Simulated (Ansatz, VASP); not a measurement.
Two plane-wave programs on Cs3LiPb4Br12

```
Li Cs Pb Br
1.0
    -5.87000    5.87000    5.87000
     5.87000   -5.87000    5.87000
     5.87000    5.87000   -5.87000
Li Cs Pb Br
1 3 4 12
Direct
  0.00000 0.00000 0.00000
  0.50000 0.50000 0.00000
  0.50000 0.00000 0.50000
  0.00000 0.50000 0.50000
  0.50000 0.50000 0.50000
  0.00000 0.00000 0.50000
  0.00000 0.50000 0.00000
  0.50000 0.00000 0.00000
  0.49161 0.24581 0.24581
  0.00000 0.75419 0.24581
  0.00000 0.24581 0.75419
  0.50839 0.75419 0.75419
  0.24581 0.49161 0.24581
  0.75419 0.00000 0.24581
  0.75419 0.50839 0.75419
  0.24581 0.00000 0.75419
  0.24581 0.24581 0.49161
  0.75419 0.75419 0.50839
  0.75419 0.24581 0.00000
  0.24581 0.75419 0.00000
```

Alike in both runs: functional PBE; k mesh 2 × 2 × 2; occupations fermi-dirac, width 0.01 eV; no spin polarisation.

Ansatz relaxed the structure, and its values are those at the end. VASP's run is a single point on that final structure, the one shown.

|  | VASP | Ansatz |
| --- | --- | --- |
| version | VASP 6.6.1 | Ansatz 0.2.0 |
| potentials or method | VASP PAW PBE potentials, release 64 (Li_sv, Cs_sv, Pb_d, Br) | plane-wave PAW, scalar-relativistic |
| plane-wave cutoff (eV) | 520 | 420 |
| valence electrons in the cell | 170 | 170 |

Ansatz gave:

| Quantity | Value |
| --- | --- |
| gap on the k mesh at the Fermi level (eV) | 1.55 |

Q: Estimate VASP's values.

A: gap on the k mesh at the Fermi level (eV): 1.56.

With one functional, cell and mesh, what is left measures potentials, basis and numerics. Ansatz's warnings: stress scf threshold loose.

Spin-orbit coupling is off throughout. Noted on VASP's run: the cutoff is under 1.25 times that of the potentials, so the pressure is a little rough.
